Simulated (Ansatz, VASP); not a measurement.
# Two plane-wave programs on ZrB2

```xyz
3
Lattice="3.1700 0.0000 0.0000 -1.5850 2.7453 0.0000 0.0000 0.0000 3.5330" Properties=species:S:1:pos:R:3 pbc="T T T"
Zr    0.0000    0.0000    0.0000
B     0.0000    1.8302    1.7665
B     1.5850    0.9151    1.7665
```

Alike in both runs: task single point; functional revPBE; k mesh 10 × 10 × 8; occupations fermi-dirac, width 0.05 eV; no spin polarisation.

|  | VASP | Ansatz |
| --- | --- | --- |
| version | VASP 6.6.1 | Ansatz 0.2.0 |
| potentials or method | VASP PAW PBE potentials, release 64 (Zr_sv, B) | plane waves, PAW |
| plane-wave cutoff (eV) | 520 | 420 |
| valence electrons in the cell | 18 | 18 |

Ansatz gave:

```
gap on the k mesh at the Fermi level (eV)                     : none
pressure (GPa)                                                : 3.5
traceless stress, the component that is largest in VASP (GPa) : 0.55
```

Question: What did VASP give for the same quantities?

Answer: gap on the k mesh at the Fermi level (eV): none; pressure (GPa): 3.6; traceless stress, the component that is largest in VASP (GPa): 0.59.

VASP's potentials were made for PBE, not for revPBE. A gap of «none» marks a metal or a gap that the smearing closes. The functional is the same, so the differences come from potentials, cutoffs and numerics.
